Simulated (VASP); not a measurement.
# KTaO3 (Pm-3m) in VASP: notebook, part 2 of 2

VASP 6.6.1. Earlier steps stand in the parts before.

## 4. Single point, LDA (volume scaled by 1.01)

The input, INCAR:

```
SYSTEM = KTaO3
PREC = Accurate
ENCUT = 600
EDIFF = 1E-6
ISMEAR = -1
SIGMA = 0.01
LREAL = .False.
LASPH = .True.
NELM = 120
ALGO = Normal
ISIF = 2
LWAVE = .False.
LCHARG = .True.
LELF = .True.
LVHAR = .True.
NBANDS = 27
GGA_COMPAT = .False.
```

The input, KPOINTS:

```
Automatic mesh
0
Gamma
  5 5 5
  0 0 0
```

The input, POSCAR:

```
KTaO3
1.0
    4.0015502635      0.0000000000      0.0000000000
    0.0000000000      4.0015502635      0.0000000000
    0.0000000000      0.0000000000      4.0015502635
K Ta O
1 1 3
Direct
    0.5000000000      0.5000000000      0.5000000000
    0.0000000000      0.0000000000      0.0000000000
    0.5000000000      0.0000000000      0.0000000000
    0.0000000000      0.5000000000      0.0000000000
    0.0000000000      0.0000000000      0.5000000000
```

Potentials or basis: VASP PAW LDA potentials, release 64 (K_sv, Ta_pv, O).

Run with:

```sh
> cat potpaw_LDA.64/K_sv/POTCAR potpaw_LDA.64/Ta_pv/POTCAR potpaw_LDA.64/O/POTCAR > POTCAR
> mpirun -np 1 vasp_std > vasp.out
```

OUTCAR:

```text
SYSTEM = KTaO3
   PREC = Accurate
   ENCUT = 600
   EDIFF = 1E-6
   ISMEAR = -1
   LREAL = .False.
   LASPH = .True.
   NELM = 120
   ISIF = 2

 ion  position               nearest neighbor table
   1  0.500  0.500  0.500-   3 2.83   4 2.83   5 2.83   3 2.83   4 2.83   3 2.83   5 2.83   3 2.83
                             4 2.83   5 2.83   4 2.83   5 2.83   2 3.47   2 3.47   2 3.47   2 3.47
   2  0.000  0.000  0.000-   3 2.00   4 2.00   5 2.00   5 2.00   4 2.00   3 2.00   1 3.47   1 3.47
                             1 3.47   1 3.47   1 3.47   1 3.47   1 3.47   1 3.47
   3  0.500  0.000  0.000-   2 2.00   2 2.00   1 2.83   1 2.83   1 2.83   1 2.83
   4  0.000  0.500  0.000-   2 2.00   2 2.00   1 2.83   1 2.83   1 2.83   1 2.83
   5  0.000  0.000  0.500-   2 2.00   2 2.00   1 2.83   1 2.83   1 2.83   1 2.83

  LATTYP: Found a simple cubic cell.
 ALAT       =     4.0015502635

  Lattice vectors:

 A1 = (   4.0015502635,   0.0000000000,   0.0000000000)
 A2 = (   0.0000000000,   4.0015502635,   0.0000000000)
 A3 = (   0.0000000000,   0.0000000000,   4.0015502635)

Analysis of symmetry for initial positions (statically):
=====================================================================
 Subroutine PRICEL returns:
 Original cell was already a primitive cell.

 Routine SETGRP: Setting up the symmetry group for a
 simple cubic supercell.

 Subroutine GETGRP returns: Found 48 space group operations
 (whereof 48 operations were pure point group operations)
 out of a pool of 48 trial point group operations.

The static configuration has the point symmetry O_h .

Analysis of symmetry for dynamics (positions and initial velocities):
=====================================================================
 Subroutine PRICEL returns:
 Original cell was already a primitive cell.

 Routine SETGRP: Setting up the symmetry group for a
 simple cubic supercell.

[... 113 lines left out ...]
   IMIX   =      4    mixing-type and parameters
     AMIX     =   0.40;   BMIX     =  1.00
     AMIX_MAG =   1.60;   BMIX_MAG =  1.00
  volume/ion in A,a.u.               =      12.81        86.48
  Fermi-wavevector in a.u.,A,eV,Ry     =   1.375438  2.599201 25.739914  1.891830
  Thomas-Fermi vector in A             =   2.500774
   LORBIT       =      0    0 simple, 1 ext, 2 COOP (PROOUT), +10 PAW based schemes
   GGA     = CA    functional components
   LHFCALC =     F    Hartree Fock is set to
   AEXX    =    0.0000 exact exchange contribution
   IVDW    =     0    specifies the selected vdW correction
   LEPSILON=     F    determine dielectric tensor
   LRPA    =     F    only Hartree local field effects (RPA)
 non-spin polarized calculation
  energy-cutoff  :      600.00
  volume of cell :       64.07
 maximum number of plane-waves:      2158
 NGX is ok and might be reduce to    32
   NGX = 15   NGY = 15   NGZ = 15

 number of electron      37.9999996 magnetization

 Free energy of the ion-electron system (eV)
  ---------------------------------------------------
  ext. energy  EPLUGINS =         0.00000000
  ---------------------------------------------------
  free energy    TOTEN  =       -45.02389321 eV

  energy without entropy =      -45.02389321  energy(sigma->0) =      -45.02389321

 E-fermi :   1.6462     XC(G=0): -11.3787

 val. band max:        1.3401658208   @ k =   0.4000   0.4000   0.4000
 cond. band min:       3.4505630319   @ k =   0.0000   0.0000   0.0000
 fundamental gap:      2.1103972111
 Fermi energy:         1.6462486415

 k-point     1 :       0.0000    0.0000    0.0000
  band No.  band energies     occupation
      1     -32.5082      2.00000
      2     -32.5082      2.00000
      3     -32.5082      2.00000
      4     -25.4264      2.00000
      5     -15.7688      2.00000
      6     -15.0322      2.00000
[... 289 lines left out ...]
     26      12.3514      0.00000
     27      13.0698      0.00000

------------------------ aborting loop because EDIFF is reached ----------------------------------------

  FORCE on cell =-STRESS in cart. coord.  units (eV):
  Direction    XX          YY          ZZ          XY          YZ          ZX
  --------------------------------------------------------------------------------------
  -------------------------------------------------------------------------------------
  Total       -2.6088487     -2.6088487     -2.6088487      0.0000000      0.0000000     -0.0000000
  in kB      -65.2340955    -65.2340955    -65.2340955      0.0000000      0.0000000     -0.0000000
  external PRESSURE =     -65.2340955 kB  Pullay stress =       0.0000000 kB

 VOLUME and BASIS-vectors are now :
 -----------------------------------------------------------------------------
  energy-cutoff  :      600.00
  volume of cell :       64.07
      direct lattice vectors                 reciprocal lattice vectors
     4.001550264  0.000000000  0.000000000     0.249903146  0.000000000  0.000000000
     0.000000000  4.001550264  0.000000000     0.000000000  0.249903146  0.000000000
     0.000000000  0.000000000  4.001550264     0.000000000  0.000000000  0.249903146

 POSITION                                       TOTAL-FORCE (eV/Angst)
 -----------------------------------------------------------------------------------
      2.00078      2.00078      2.00078         0.000000      0.000000      0.000000
      0.00000      0.00000      0.00000         0.000000      0.000000      0.000000
      2.00078      0.00000      0.00000         0.000000      0.000000      0.000000
      0.00000      2.00078      0.00000         0.000000      0.000000      0.000000
      0.00000      0.00000      2.00078         0.000000      0.000000      0.000000
 -----------------------------------------------------------------------------------
    total drift:                                0.000000      0.000000     -0.000000

  FREE ENERGIE OF THE ION-ELECTRON SYSTEM (eV)
  ---------------------------------------------------
  free  energy   TOTEN  =       -45.0238932135 eV

  energy  without entropy=      -45.0238932135  energy(sigma->0) =      -45.02389321
```

Wall time 18 s (1 thread of Intel Xeon Platinum 8488C (Sapphire Rapids), shared host); peak memory 0.16 GiB.

Results:

```yaml
Free_energy: -45.0239 eV
Pressure: -6.5 GPa
Band_gap_on_the_k_mesh: 2.11 eV, indirect (least direct gap 2.63 eV)
```

Caveat: spin-orbit coupling is left out, which moves the levels of the heavy elements.

## 5. The runs side by side

| cell | gap on the mesh (eV) | pressure (GPa) |
| --- | --- | --- |
| a = 3.907 Å, 5 atoms | 2.26 | 9.5 |
| a = 3.962 Å, 5 atoms | 2.18 | -0.4 |
| a = 4.002 Å, 5 atoms | 2.11 | -6.5 |

Alike in all rows: task single point; level LDA; potentials or basis VASP PAW LDA potentials, release 64 (K_sv, Ta_pv, O); no spin polarisation; k mesh 5 × 5 × 5; cutoff (eV) 600; smearing fermi-dirac 0.01 eV.

Caveats: spin-orbit coupling is left out, which moves the levels of the heavy elements.

Total energies depend on the potentials used, so only differences within one code and one set of settings carry meaning.
